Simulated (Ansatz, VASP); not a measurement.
This is a calculation of FeO for Ansatz 0.2.0.

Contents of input.yaml:

```yaml
crystal:
  lattice:
    - [0.0, 2.1976734774, 2.1976734774]
    - [2.1976734774, 0.0, 2.1976734774]
    - [2.1976734774, 2.1976734774, 0.0]
  atoms:
    - { symbol: Fe, position: [0.0, 0.0, 0.0], spin: 3.0 }
    - { symbol: O, position: [0.5, 0.5, 0.5] }
hamiltonian:
  xc: lda
  pseudopotentials: { kind: paw }
magnetization:
  spin_polarized: true
kpoints:
  mp_grid: { grid: [11, 11, 11] }
scf:
  occupations: { method: fermi_dirac, width: 0.05 }
output:
  forces: true
  stress: true
  eigenvalues: true
```

Potentials or basis: Ansatz PAW.

The run is started by

```bash
$ ansatz run input.yaml --threads 2 --pin off --max-ram 5632MiB --backend cpu --events-out ev --progress --plain --runs-dir out
```

Q: Translate it to VASP 6.6.1. Potentials there: VASP PAW LDA potentials, release 64 (Fe_sv, O).

A: As run (the cutoff follows the program's own potentials):

The input INCAR:

```
ALGO = Normal ; EDIFF = 1E-6
ENCUT = 700 ; GGA = CA
GGA_COMPAT = F ; ISIF = 2
ISMEAR = -1 ; ISPIN = 2
LASPH = T ; LCHARG = F
LMAXMIX = 4 ; LORBIT = 11
LREAL = F ; LWAVE = F
MAGMOM = 3 0 ; NBANDS = 22
NELM = 200 ; PREC = Accurate
SIGMA = 0.05
```

Contents of KPOINTS:

```
k-points
0
Gamma
  11 11 11
```

POSCAR

```
FeO
1.0
    0.0000000000      2.1976734774      2.1976734774
    2.1976734774      0.0000000000      2.1976734774
    2.1976734774      2.1976734774      0.0000000000
Fe O
1 1
Direct
    0.0000000000      0.0000000000      0.0000000000
    0.5000000000      0.5000000000      0.5000000000
```

Potentials or basis: VASP PAW LDA potentials, release 64 (Fe_sv, O).

The run is started by

```bash
$ cat potpaw_LDA.64/Fe_sv/POTCAR potpaw_LDA.64/O/POTCAR > POTCAR
$ mpirun -np 1 vasp_std > vasp.out
```

Both were run:

|  | VASP | Ansatz | Ansatz less VASP |
| --- | --- | --- | --- |
| gap on the k mesh at the Fermi level (eV) | none | none | - |
| pressure (GPa) | -24.2 | -23.5 | +0.74 |
| net moment per atom (μB) | 2.00 | 2.00 | 0.000 |
| size of the moment on the site where the two differ most (μB) | 0.30 | 0.33 | +0.025 |

LDA's correlation is that of Perdew and Zunger in VASP and of Perdew and Wang (1992) in Ansatz. Site moments also hang on the region over which each program counts them. A gap of «none» marks a metal or a gap that the smearing closes.
